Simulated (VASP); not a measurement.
Write the native input for VASP 6.6.1 that does the following.

| Property | Result |
| --- | --- |
| Task | single point |
| Functional | PBE |
| Potentials or basis | VASP PAW PBE potentials, release 64 (Mg, Zn, S) |
| Cutoff | 600 eV |
| k mesh | 12 × 12 × 2 |
| Occupations | gaussian, width 0.02 eV |
| Spin | no spin polarisation |
| Dipole correction | no |
| Further INCAR settings | ALGO = Normal; EDIFF = 1e-06; NBANDS = 41 |

The structure of Mg5ZnS6 lies in POSCAR:

```
Mg5ZnS6
1.0
    3.6864348681      0.0000000000      0.0000000000
   -1.8432174341      3.1925462452      0.0000000000
    0.0000000000      0.0000000000     18.0266199389
Mg Zn S
5 1 6
Direct
    0.3333333333      0.6666666667      0.8322553176
    0.0000000000      0.0000000000      0.0000000000
    0.6666666667      0.3333333333      0.1677446824
    0.3333333333      0.6666666667      0.3353543278
    0.6666666667      0.3333333333      0.6646456722
    0.0000000000      0.0000000000      0.5000000000
    0.6666666667      0.3333333333      0.9161297890
    0.3333333333      0.6666666667      0.0838702110
    0.0000000000      0.0000000000      0.2515880755
    0.6666666667      0.3333333333      0.4200299141
    0.3333333333      0.6666666667      0.5799700859
    0.0000000000      0.0000000000      0.7484119245
```

One way to write it, as run:

INCAR

```
  ALGO = Normal
  EDIFF = 1E-6
  ENCUT = 600
  GGA = PE
  GGA_COMPAT = False
  ISIF = 2
  ISMEAR = 0
  LASPH = True
  LCHARG = True
  LELF = True
  LREAL = False
  LVHAR = True
  LWAVE = False
  NBANDS = 41
  NELM = 120
  PREC = Accurate
  SIGMA = 0.02
```

KPOINTS

```
k-points
0
Gamma
  12 12 2
```

Potentials or basis: VASP PAW PBE potentials, release 64 (Mg, Zn, S).

Launch:

```bash
$ cat potpaw_PBE.64/Mg/POTCAR potpaw_PBE.64/Zn/POTCAR potpaw_PBE.64/S/POTCAR > POTCAR
$ mpirun -np 1 vasp_std > vasp.out
```

It gave:

| Quantity | Value |
| --- | --- |
| Pressure | -0.2 GPa |
| Largest force | 0.026 eV/Å |
| Band gap on the k mesh | 1.83 eV (least direct gap 2.20 eV) |

It took 16 min on 1 thread of Intel Xeon 8259CL, on a shared host, peak memory 0.59 GiB.
